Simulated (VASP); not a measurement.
# Cu3N (Pm-3m) in VASP: notebook, part 2 of 2

VASP 6.6.1.

## Step 3: Single point, PBE

Contents of INCAR:

```
SYSTEM = Cu3N
  PREC = Accurate
  ENCUT = 600
  EDIFF = 1E-6
  ISMEAR = 0
  SIGMA = 0.01
  LREAL = .False.
  LASPH = .True.
  NELM = 120
  ALGO = Normal
  ISIF = 2
  LWAVE = .False.
  LCHARG = .True.
  GGA = PE
  LELF = .True.
  LVHAR = .True.
  NBANDS = 27
  GGA_COMPAT = .False.
```

Contents of KPOINTS:

```
regular mesh
0
Gamma
  10 10 10
  0 0 0
```

Contents of POSCAR:

```
Cu3N
1.0
    3.7964193176      0.0000000000      0.0000000000
    0.0000000000      3.7964193176      0.0000000000
    0.0000000000      0.0000000000      3.7964193176
Cu N
3 1
Direct
    0.5000000000      0.0000000000      0.0000000000
    0.0000000000      0.5000000000      0.0000000000
    0.0000000000      0.0000000000      0.5000000000
    0.0000000000      0.0000000000      0.0000000000
```

Potentials or basis: VASP PAW PBE potentials, release 64 (Cu, N).

Started as:

```console
cat potpaw_PBE.64/Cu/POTCAR potpaw_PBE.64/N/POTCAR > POTCAR
mpirun -np 1 vasp_std > vasp.out
```

OUTCAR:

```text
SYSTEM = Cu3N
   PREC = Accurate
   ENCUT = 600
   EDIFF = 1E-6
   ISMEAR = 0
   LREAL = .False.
   LASPH = .True.
   NELM = 120
   ISIF = 2
   GGA = PE

 ion  position               nearest neighbor table
   1  0.500  0.000  0.000-   4 1.90   4 1.90   2 2.68   3 2.68   2 2.68   2 2.68   3 2.68   3 2.68
                             3 2.68   2 2.68
   2  0.000  0.500  0.000-   4 1.90   4 1.90   1 2.68   3 2.68   1 2.68   3 2.68   3 2.68   3 2.68
                             1 2.68   1 2.68
   3  0.000  0.000  0.500-   4 1.90   4 1.90   1 2.68   1 2.68   2 2.68   2 2.68   2 2.68   2 2.68
                             1 2.68   1 2.68
   4  0.000  0.000  0.000-   1 1.90   2 1.90   3 1.90   3 1.90   2 1.90   1 1.90

  LATTYP: Found a simple cubic cell.
 ALAT       =     3.7964193176

  Lattice vectors:

 A1 = (   3.7964193176,   0.0000000000,   0.0000000000)
 A2 = (   0.0000000000,   3.7964193176,   0.0000000000)
 A3 = (   0.0000000000,   0.0000000000,   3.7964193176)

Analysis of symmetry for initial positions (statically):
=====================================================================
 Subroutine PRICEL returns:
 Original cell was already a primitive cell.

 Routine SETGRP: Setting up the symmetry group for a
[... 168 lines left out ...]
  free energy    TOTEN  =       -18.37391821 eV

  energy without entropy =      -18.37391821  energy(sigma->0) =      -18.37391821

 E-fermi :   5.1133     XC(G=0): -10.8634

 val. band max:        5.0686884158   @ k =   0.5000   0.5000   0.5000
 cond. band min:       5.2350384012   @ k =   0.5000   0.5000   0.0000
 fundamental gap:      0.1663499854
 Fermi energy:         5.1132885754

 k-point     1 :       0.0000    0.0000    0.0000
  band No.  band energies     occupation
      1     -11.8830      2.00000
      2      -0.2591      2.00000
      3       0.2253      2.00000
      4       0.2253      2.00000
      5       0.2253      2.00000
      6       1.1341      2.00000
[... 709 lines left out ...]
     26      14.3538      0.00000
     27      15.4270      0.00000

 [... further k-points ...]
[... 5 lines left out ...]
  --------------------------------------------------------------------------------------
  -------------------------------------------------------------------------------------
  Total        1.2906002      1.2906002      1.2906002     -0.0000000      0.0000000      0.0000000
  in kB       37.7902511     37.7902511     37.7902511     -0.0000000      0.0000000      0.0000000
  external PRESSURE =      37.7902511 kB  Pullay stress =       0.0000000 kB

 VOLUME and BASIS-vectors are now :
 -----------------------------------------------------------------------------
  energy-cutoff  :      600.00
  volume of cell :       54.72
      direct lattice vectors                 reciprocal lattice vectors
     3.796419318  0.000000000  0.000000000     0.263406098  0.000000000  0.000000000
     0.000000000  3.796419318  0.000000000     0.000000000  0.263406098  0.000000000
     0.000000000  0.000000000  3.796419318     0.000000000  0.000000000  0.263406098

 POSITION                                       TOTAL-FORCE (eV/Angst)
 -----------------------------------------------------------------------------------
      1.89821      0.00000      0.00000         0.000000      0.000000      0.000000
      0.00000      1.89821      0.00000         0.000000      0.000000      0.000000
      0.00000      0.00000      1.89821         0.000000      0.000000      0.000000
      0.00000      0.00000      0.00000         0.000000      0.000000      0.000000
 -----------------------------------------------------------------------------------
    total drift:                                0.000000      0.000000      0.000000

  FREE ENERGIE OF THE ION-ELECTRON SYSTEM (eV)
  ---------------------------------------------------
  free  energy   TOTEN  =       -18.3739182133 eV

  energy  without entropy=      -18.3739182133  energy(sigma->0) =      -18.37391821
```

OSZICAR:

```text
N       E                     dE             d eps       ncg     rms          rms(c)
DAV:   1     0.310996665380E+03    0.31100E+03   -0.19004E+04  3080   0.248E+03
DAV:   2     0.163604873235E+02   -0.29464E+03   -0.28095E+03  3036   0.393E+02
DAV:   3    -0.213413342541E+02   -0.37702E+02   -0.35890E+02  3920   0.168E+02
DAV:   4    -0.230278332391E+02   -0.16865E+01   -0.16708E+01  4186   0.383E+01
DAV:   5    -0.230457721191E+02   -0.17939E-01   -0.17933E-01  3960   0.398E+00    0.158E+01
DAV:   6    -0.206695315687E+02    0.23762E+01   -0.36283E+01  4073   0.135E+02    0.999E+00
DAV:   7    -0.183804102964E+02    0.22891E+01   -0.94430E+00  3699   0.757E+01    0.253E+00
DAV:   8    -0.183998056965E+02   -0.19395E-01   -0.63536E-01  3656   0.578E+00    0.147E+00
DAV:   9    -0.183748342995E+02    0.24971E-01   -0.36273E-02  4142   0.264E+00    0.273E-01
DAV:  10    -0.183740884687E+02    0.74583E-03   -0.79308E-03  4017   0.130E+00    0.120E-01
DAV:  11    -0.183739633129E+02    0.12516E-03   -0.14357E-03  4396   0.653E-01    0.572E-02
DAV:  12    -0.183739170257E+02    0.46287E-04   -0.29145E-04  4657   0.189E-01    0.104E-02
DAV:  13    -0.183739179954E+02   -0.96971E-06   -0.33618E-05  3675   0.508E-02    0.852E-03
DAV:  14    -0.183739182133E+02   -0.21790E-06   -0.63665E-06  3270   0.246E-02
   1 F= -.18373918E+02 E0= -.18373918E+02  d E =-.388742E-13
```

It took 2.1 min on 1 thread of Oxide Virtual Turin-like, shared host; peak memory 0.19 GiB.

What came out:

```yaml
Free_energy: -18.3739 eV
Pressure: 3.8 GPa
Band_gap_on_the_k_mesh: 0.17 eV (least direct gap 0.71 eV)
```

Caveat: the cell stands under pressure; semilocal functionals underestimate gaps, and a narrow one can read as zero. A k mesh can miss the band edges.

## Step 4: Single point, PBE

This run uses another cell than the first one, of 14.41 Å³/atom.

Contents of INCAR:

```
ALGO = Normal
EDIFF = 1E-6
ENCUT = 600
GGA = PE
GGA_COMPAT = False
ISIF = 2
ISMEAR = 0
LASPH = True
LCHARG = True
LELF = True
LREAL = False
LVHAR = True
LWAVE = False
NBANDS = 27
NELM = 120
PREC = Accurate
SIGMA = 0.01
```

Contents of KPOINTS:

```
k-points
0
Gamma
  10 10 10
```

Contents of POSCAR:

```
Cu3N
1.0
    3.8631714670      0.0000000000      0.0000000000
    0.0000000000      3.8631714670      0.0000000000
    0.0000000000      0.0000000000      3.8631714670
Cu N
3 1
Direct
    0.5000000000      0.0000000000      0.0000000000
    0.0000000000      0.5000000000      0.0000000000
    0.0000000000      0.0000000000      0.5000000000
    0.0000000000      0.0000000000      0.0000000000
```

Started as:

```console
cat potpaw_PBE.64/Cu/POTCAR potpaw_PBE.64/N/POTCAR > POTCAR
mpirun -np 1 vasp_std > vasp.out
```

It took 2.1 min on 1 thread of Oxide Virtual Turin-like, shared host; peak memory 0.2 GiB.

It converged, with:

| Item | Value |
| --- | --- |
| Free energy | -18.3827 eV |
| Pressure | -2.3 GPa |
| Band gap on the k mesh | 0.34 eV (least direct gap 0.87 eV) |

Levels at points of the mesh, in eV from the valence-band top:
| k point | band 15 | band 16 | band 17 | band 18 | band 19 | band 20 | band 21 | band 22 | band 23 | band 24 |
| --- | --- | --- | --- | --- | --- | --- | --- | --- | --- | --- |
| (0.00, 0.00, 0.00) | -2.22 | -1.72 | -1.72 | -1.72 | -1.69 | 0.89 | 5.14 | 5.14 | 6.56 | 6.56 |
| (0.50, 0.00, 0.00) | -2.21 | -2.06 | -1.72 | -1.32 | -1.32 | 1.47 | 3.30 | 6.54 | 7.14 | 7.14 |
| (0.50, 0.50, 0.00) | -2.27 | -2.02 | -1.00 | -1.00 | -0.63 | 0.34 | 3.42 | 4.75 | 4.75 | 8.09 |
| (0.50, 0.50, 0.50) | -1.76 | -1.76 | 0.00 | 0.00 | 0.00 | 0.96 | 0.96 | 0.96 | 6.15 | 7.78 |

Caveat: semilocal functionals underestimate gaps, and a narrow one can read as zero.

## Step 5: Single point, PBE

This run uses another cell than the first one, of 14.41 Å³/atom.

Contents of INCAR:

```
SYSTEM = Cu3N
PREC = Accurate
ENCUT = 600
EDIFF = 1E-6
ISMEAR = 0
SIGMA = 0.01
LREAL = .False.
LASPH = .True.
NELM = 120
ALGO = Normal
ISIF = 2
LWAVE = .False.
LCHARG = .False.
GGA = PE
NBANDS = 27
GGA_COMPAT = .False.
```

Contents of KPOINTS:

```
regular mesh
0
Gamma
  10 10 10
  0 0 0
```

POSCAR is that of step 4.

Started as:

```console
cat potpaw_PBE.64/Cu/POTCAR potpaw_PBE.64/N/POTCAR > POTCAR
mpirun -np 1 vasp_std > vasp.out
```

Wall time 1.9 min (1 thread of Oxide Virtual Turin-like, shared host); peak memory 0.19 GiB.

Results (log left out):

```
Free energy            : -18.3827 eV
Pressure               : -2.3 GPa
Band gap on the k mesh : 0.34 eV (least direct gap 0.87 eV)
```

Levels at points of the mesh, in eV from the valence-band top:
| k point | band 15 | band 16 | band 17 | band 18 | band 19 | band 20 | band 21 | band 22 | band 23 | band 24 |
| --- | --- | --- | --- | --- | --- | --- | --- | --- | --- | --- |
| (0.00, 0.00, 0.00) | -2.22 | -1.72 | -1.72 | -1.72 | -1.69 | 0.89 | 5.14 | 5.14 | 6.56 | 6.56 |
| (0.50, 0.00, 0.00) | -2.21 | -2.06 | -1.72 | -1.32 | -1.32 | 1.47 | 3.30 | 6.54 | 7.14 | 7.14 |
| (0.50, 0.50, 0.00) | -2.27 | -2.02 | -1.00 | -1.00 | -0.63 | 0.34 | 3.42 | 4.75 | 4.75 | 8.09 |
| (0.50, 0.50, 0.50) | -1.76 | -1.76 | 0.00 | 0.00 | 0.00 | 0.96 | 0.96 | 0.96 | 6.15 | 7.78 |

Caveat: semilocal functionals underestimate gaps, and a narrow one can read as zero. A k mesh can miss the band edges.
